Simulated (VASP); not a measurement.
Set up this calculation in VASP 6.6.1, as the native input.

```yaml
Task: relaxation of the atoms
Functional: PBE
Potentials_or_basis: VASP PAW PBE potentials, release 64 (Zr_sv, C)
Cutoff: 520 eV
k_mesh: 4 × 5 × 1
Occupations: gaussian, width 0.1 eV
Spin: no spin polarisation
Dipole_correction: yes
Atoms_held_fixed_from_0: "[0, 1, 2, 3, 4, 5, 6, 7]"
Further_INCAR_settings: ALGO = Normal; EDIFF = 1e-07; NELMDL = -8; IBRION = 2; EDIFFG = -0.025; NSW = 36
Atoms_held_along_some_axes_from_0: atom 8 along a and b
```

The structure of Zr8C lies in POSCAR:

```
Zr8C
1.0
    6.4655797184      0.0000000000      0.0000000000
    0.0000000000      5.1691196971      0.0000000000
    0.0000000000      0.0000000000     18.9770873264
Zr C
8 1
Selective dynamics
Direct
    0.0000000000      0.7500000000      0.2107805024  F F F
    0.5000000000      0.7500000000      0.2107805024  F F F
    0.2500000000      0.2500000000      0.2599569661  F F F
    0.7500000000      0.2500000000      0.2599569661  F F F
    0.2500000000      0.7500000000      0.3477072663  F F F
    0.7500000000      0.7500000000      0.3477072663  F F F
    0.0000000000      0.2500000000      0.3940060557  F F F
    0.5000000000      0.2500000000      0.3940060557  F F F
    0.0000000000      0.7500000000      0.4235153260  F F T
```

These files were run (other wordings do the same):

INCAR

```
ALGO = Normal
DIPOL = 0.5 0.5 0.316
EDIFF = 1E-7
EDIFFG = -0.025
ENCUT = 520
GGA = PE
GGA_COMPAT = False
IBRION = 2
IDIPOL = 3
ISIF = 2
ISMEAR = 0
KPAR = 4
LASPH = True
LCHARG = False
LDIPOL = True
LREAL = False
LWAVE = False
NELM = 120
NELMDL = -8
NELMIN = 4
NSW = 36
PREC = Accurate
SIGMA = 0.1
```

KPOINTS

```
k-points
0
Gamma
  4 5 1
```

Potentials or basis: VASP PAW PBE potentials, release 64 (Zr_sv, C).

The run is started by

```bash
$ cat potpaw_PBE.64/Zr_sv/POTCAR potpaw_PBE.64/C/POTCAR > POTCAR
$ mpirun -np 4 vasp_std > vasp.out
```

It gave:

| Property | Result |
| --- | --- |
| Energy gained by relaxing | 9.8 meV/atom |
| Ionic steps | 3 |
| Band gap on the k mesh | zero (bands 50 and 51 overlap by 0.51 eV) |

Run time: 13 min on 4 MPI ranks on Intel(R) Xeon(R) Platinum 8259CL CPU @ 2.50GHz (Skylake/Cascade Lake), with other jobs on the host, peak memory 0.77 GiB a rank.
